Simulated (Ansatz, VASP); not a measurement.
# Li2B2C in VASP and in Ansatz

```
Li B C
1.0
    -1.43780    1.43780    4.98350
     1.43780   -1.43780    4.98350
     1.43780    1.43780   -4.98350
Li B C
2 2 1
Direct
  0.25000 0.75000 0.50000
  0.75000 0.25000 0.50000
  0.42005 0.42005 0.00000
  0.57995 0.57995 0.00000
  0.00000 0.00000 0.00000
```

Alike in both runs: functional PBE; k mesh 18 × 18 × 18; occupations gaussian, width 0.1 eV; no spin polarisation.

Ansatz relaxed the structure, and its values are those at the end. VASP's run is a single point on that final structure, the one shown.

```csv
,VASP,Ansatz
version,VASP 6.6.1,Ansatz 0.2.0
potentials or method,"VASP PAW PBE potentials, release 64 (Li_sv, B, C), cutoff 750 eV","scalar-relativistic, plane waves, PAW"
valence electrons in the cell,16,16
```

```csv
,VASP,Ansatz,Ansatz less VASP
gap on the k mesh at the Fermi level (eV),none,none,-
pressure (GPa),-0.1,0.0,+0.04
```

A gap of «none» marks a metal or a gap that the smearing closes. With one functional, cell and mesh, what is left measures potentials, basis and numerics.
